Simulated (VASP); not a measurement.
# MgO (Fm-3m) in VASP: G0W0 quasiparticle levels with PBE

Aim: the G0W0 quasiparticle levels of MgO with PBE.

Everything below comes from runs of VASP 6.6.1. Logs are shortened: lines on timing, memory, paths and dates and some standing lists are left out, and cuts for length are marked.

## (1) The cell of the first run

The structure is cubic, space group Fm-3m (No. 225). The conventional cell has a = 4.204 Å, b = 4.204 Å, c = 4.204 Å, α = 90.00°, β = 90.00°, γ = 90.00°. Mg (site symmetry m-3m) has 6 O at 2.10 Å within 2.8 Å. Within 2.8 Å of O (site symmetry m-3m) lie 6 Mg at 2.10 Å.

## (2) G0W0 quasiparticle levels, PBE

Input file POSCAR:

```
MgO
1.0
    0.0000000000      2.1021674155      2.1021674155
    2.1021674155      0.0000000000      2.1021674155
    2.1021674155      2.1021674155      0.0000000000
Mg O
1 1
Direct
    0.0000000000      0.0000000000      0.0000000000
    0.5000000000      0.5000000000      0.5000000000
```

Input file INCAR.step1:

```
PREC = Accurate
ENCUT = 500
EDIFF = 1E-8
ISMEAR = 0
SIGMA = 0.01
LREAL = False
LASPH = True
NELM = 80
ALGO = Normal
LWAVE = True
LCHARG = False
GGA = PE
```

Input file INCAR.step2:

```
PREC = Accurate
ENCUT = 500
EDIFF = 1E-8
ISMEAR = 0
SIGMA = 0.01
LREAL = False
LASPH = True
NELM = 1
ALGO = Exact
LWAVE = True
LCHARG = False
GGA = PE
NBANDS = 34
LOPTICS = True
ISTART = 1
```

Input file INCAR.step3:

```
PREC = Accurate
ENCUT = 500
EDIFF = 1E-8
ISMEAR = 0
SIGMA = 0.01
LREAL = False
LASPH = True
ALGO = EVGW0
LWAVE = False
LCHARG = False
GGA = PE
NELMGW = 1
NBANDS = 34
ENCUTGW = 80.0
NOMEGA = 48
PRECFOCK = Fast
ISTART = 1
NBANDSGW = 12
```

Input file KPOINTS:

```
Automatic mesh
0
Gamma
  10 10 10
```

Potentials or basis: VASP PAW PBE potentials, release 64 (Mg_GW, O_GW).

The run is started by

```
> cat potpaw_PBE.64/Mg_GW/POTCAR potpaw_PBE.64/O_GW/POTCAR > POTCAR
> cp INCAR.step1 INCAR
> mpirun -np 1 vasp_std > vasp.out
> cp INCAR.step2 INCAR
> mpirun -np 1 vasp_std > vasp.out
> cp INCAR.step3 INCAR
> mpirun -np 1 vasp_std > vasp.out
```

OUTCAR:

```text
PREC = Accurate
   ENCUT = 500
   EDIFF = 1E-8
   ISMEAR = 0
   LREAL = False
   LASPH = True
   GGA = PE
   NELMGW = 1
   ENCUTGW = 80.0
   PRECFOCK = Fast
   ISTART = 1

 ion  position               nearest neighbor table
   1  0.000  0.000  0.000-   2 2.10   2 2.10   2 2.10   2 2.10   2 2.10   2 2.10
   2  0.500  0.500  0.500-   1 2.10   1 2.10   1 2.10   1 2.10   1 2.10   1 2.10

  LATTYP: Found a face centered cubic cell.
 ALAT       =     4.2043348310

  Lattice vectors:

 A1 = (   0.0000000000,   2.1021674155,   2.1021674155)
 A2 = (   2.1021674155,   0.0000000000,   2.1021674155)
 A3 = (   2.1021674155,   2.1021674155,   0.0000000000)

Analysis of symmetry for initial positions (statically):
=====================================================================
 Subroutine PRICEL returns:
 Original cell was already a primitive cell.

 Routine SETGRP: Setting up the symmetry group for a
 face centered cubic supercell.

 Subroutine GETGRP returns: Found 48 space group operations
 (whereof 48 operations were pure point group operations)
 out of a pool of 48 trial point group operations.

The static configuration has the point symmetry O_h .

Analysis of symmetry for dynamics (positions and initial velocities):
=====================================================================
 Subroutine PRICEL returns:
 Original cell was already a primitive cell.

 Routine SETGRP: Setting up the symmetry group for a
 face centered cubic supercell.

 Subroutine GETGRP returns: Found 48 space group operations
 (whereof 48 operations were pure point group operations)
 out of a pool of 48 trial point group operations.

The dynamic configuration has the point symmetry O_h .

 Subroutine INISYM returns: Found 48 space group operations
 (whereof 48 operations are pure point group operations),
 and found     1 'primitive' translations

----------------------------------------------------------------------------------------

                                     Primitive cell

  volume of cell :      18.5794

  direct lattice vectors                    reciprocal lattice vectors
[... 89 lines left out ...]
   EDIFFG = 0.1E-06   stopping-criterion for IOM
   NSW    =      0    number of steps for IOM
   IBRION =     -1    ionic relax: 0-MD 1-quasi-New 2-CG
   NFREE  =      0    steps in history (QN), initial steepest desc. (CG)
   ISIF   =      0    stress and relaxation
   ISYM   =      3    0-nonsym 1-usesym 2-fastsym
   POTIM  = 0.5000    time-step for ionic-motion
   TEBEG  =    0.0;   TEEND  =   0.0 temperature during run
   PSTRESS=    0.0 pullay stress
   NELECT =       8.0000    total number of electrons
   NUPDOWN=      -1.0000    fix difference up-down
   EMIN   =  10.00;   EMAX   =-10.00  energy-range for DOS
   EFERMI =   0.00;   METHOD = LEGACY
   ISMEAR =     0;   SIGMA  =   0.01  broadening in eV -4-tet -1-fermi 0-gaus
   EFERMI_NEDOS =   21; number of points for ismear=-14 and -15
   IALGO  =     38    algorithm
   IMIX   =      4    mixing-type and parameters
     AMIX     =   0.40;   BMIX     =  1.00
     AMIX_MAG =   1.60;   BMIX_MAG =  1.00
  volume/ion in A,a.u.               =       9.29        62.69
  Fermi-wavevector in a.u.,A,eV,Ry     =   1.236216  2.336109 20.792816  1.528229
  Thomas-Fermi vector in A             =   2.370833
   LORBIT       =      0    0 simple, 1 ext, 2 COOP (PROOUT), +10 PAW based schemes
   GGA     = PE    functional components
   LHFCALC =     T    Hartree Fock is set to
   PRECFOCK=fast      Normal, Fast or Accurate (Low or Medium for compatibility)
   ENCUT4O =  -1.0   cutoff for four orbital integrals eV
   NKREDX  =     1    reduce k-point grid by
   NKREDY  =     1    reduce k-point grid by
   NKREDZ  =     1    reduce k-point grid by
   AEXX    =    1.0000 exact exchange contribution
   HFSCREEN=    0.0000 screening length (either q_TF or 0.3 A-1)
   HFSCREENC=   0.0000 screening length for correlation (either q_TF or 0.3 A-1)
   ENCUTFOCK=  -1.0 apply spherical cutoff to Coloumb kernel
   IVDW    =     0    specifies the selected vdW correction
   LEPSILON=     F    determine dielectric tensor
   LRPA    =     F    only Hartree local field effects (RPA)
   LRPAFORCE           =     F    calculate RPA forces
   ENCUTGW             =  80.0    cutoff for response function in eV
   ENCUTGWSOFT         =  64.0    soft cutoff for Coulomb kernel in GW response function in eV
   ENCUTLF             =  -1.0    cutoff for local field effects
   NELMGW              =     1    number of iterations in solving QP/BSE equation
   NELMHF              =     1    number of iterations in the inner HF iteration
   NKREDLFX            =     1    NKREDLFY  =   1   NKREDLFZ  =   1
 non-spin polarized calculation
 Gauss-broadening in eV      SIGMA  =   0.01
  energy-cutoff  :      500.00
  volume of cell :       18.58
 maximum number of plane-waves:       495
 NGX is ok and might be reduce to    24
  NGX = 14; NGY = 14; NGZ = 14
   NGX = 11   NGY = 11   NGZ = 11
 maximum number of plane-waves:        34
 NGX is ok and might be reduce to    10

 QP shifts <psi_nk| G(iteration)W_0 |psi_nk>: iteration 1
 for sc-GW calculations column KS-energies equals QP-energies in previous step
 and V_xc(KS)=  KS-energies - (<T + V_ion + V_H > + <T+V_H+V_ion>^1  + <V_x>^1)

 k-point   1 :       0.0000    0.0000    0.0000
  band No.  KS-energies  QP-energies   sigma(KS)   V_xc(KS)     V^pw_x(r,r')   Z            occupation Imag(sigma)

      1     -14.0736     -16.3012     -21.2323     -18.1205     -29.9077       0.7159       2.0000       1.1753
      2       3.2233       2.1964     -21.0357     -19.7386     -25.2181       0.7917       2.0000       0.0835
      3       3.2233       2.1964     -21.0357     -19.7386     -25.2181       0.7917       2.0000       0.0835
      4       3.2233       2.1964     -21.0357     -19.7386     -25.2181       0.7917       2.0000       0.0835
      5       8.0033       9.2402     -10.7495     -12.2125      -7.5150       0.8455       0.0000      -0.0633
      6      19.0620      20.5010      -7.3364      -9.0659      -3.0993       0.8320       0.0000      -0.1168
      7      19.0620      20.5010      -7.3364      -9.0659      -3.0993       0.8320       0.0000      -0.1168
      8      19.0620      20.5010      -7.3364      -9.0659      -3.0993       0.8320       0.0000      -0.1168
      9      22.9937      23.5462      -7.2216      -7.9373      -1.6848       0.7720       0.0000      -0.5077
     10      24.7750      26.5962      -7.6745      -9.8788      -3.2658       0.8262       0.0000      -0.1862
     11      24.7750      26.5962      -7.6745      -9.8788      -3.2658       0.8262       0.0000      -0.1862
     12      27.3734      29.0739      -7.3625      -9.4963      -1.8751       0.7970       0.0000      -0.5087
[... 356 lines left out ...]
      1     -12.8236     -15.0299     -22.4259     -19.4070     -30.9885       0.7309       2.0000       1.0382
      2      -0.3707      -1.9973     -17.8663     -15.7582     -22.1655       0.7716       2.0000       0.1281
      3       1.9124       0.6005     -19.7729     -18.0996     -24.0071       0.7840       2.0000       0.0957
      4       2.1325       0.8609     -20.0758     -18.4555     -24.3325       0.7848       2.0000       0.0935
      5      12.8484      14.5422     -10.3371     -12.3768      -6.6228       0.8304       0.0000      -0.0855
      6      13.4296      14.7673      -8.2969      -9.8902      -4.4725       0.8396       0.0000      -0.0829
      7      16.8687      18.6376      -8.9448     -11.1112      -4.7079       0.8165       0.0000      -0.1169
      8      21.4290      23.2671      -9.2528     -11.5777      -4.3367       0.7906       0.0000      -0.2350
      9      21.6408      23.4587      -9.3646     -11.6709      -4.3505       0.7883       0.0000      -0.2591
     10      28.1836      30.0418      -7.8922     -10.1526      -3.0724       0.8221       0.0000      -0.4102
     11      30.2943      32.6221      -9.3294     -12.0593      -3.9186       0.8527       0.0000      -0.9218
     12      32.0386      33.5339      -6.5029      -8.3088      -1.1372       0.8280       0.0000      -0.8235

 [... further k-points ...]
```

OUTCAR.step1:

```text
PREC = Accurate
   ENCUT = 500
   EDIFF = 1E-8
   ISMEAR = 0
   LREAL = False
[... 486 lines left out ...]
      0.00000      0.00000      0.00000         0.000000      0.000000     -0.000000
      2.10217      2.10217      2.10217        -0.000000     -0.000000      0.000000
 -----------------------------------------------------------------------------------
    total drift:                               -0.000000     -0.000000      0.000000

  FREE ENERGIE OF THE ION-ELECTRON SYSTEM (eV)
  ---------------------------------------------------
  free  energy   TOTEN  =       -11.9274801092 eV

  energy  without entropy=      -11.9274801092  energy(sigma->0) =      -11.92748011
```

Wall time 8.5 min (1 thread of Intel Xeon 6975P-C (Granite Rapids), shared host); peak memory 0.79 GiB.

Results:

```yaml
Quasiparticle_gap: 7.04 eV
Least_direct_quasiparticle_gap: 7.04 eV
Band_gap_of_the_starting_levels_on_the_mesh: 4.78 eV
Least_direct_gap_of_the_starting_levels_on_the_mesh: 4.78 eV
```

Caveat: bands, screening cutoff and mesh are small and nothing is extrapolated, so the quasiparticle values aren't converged.
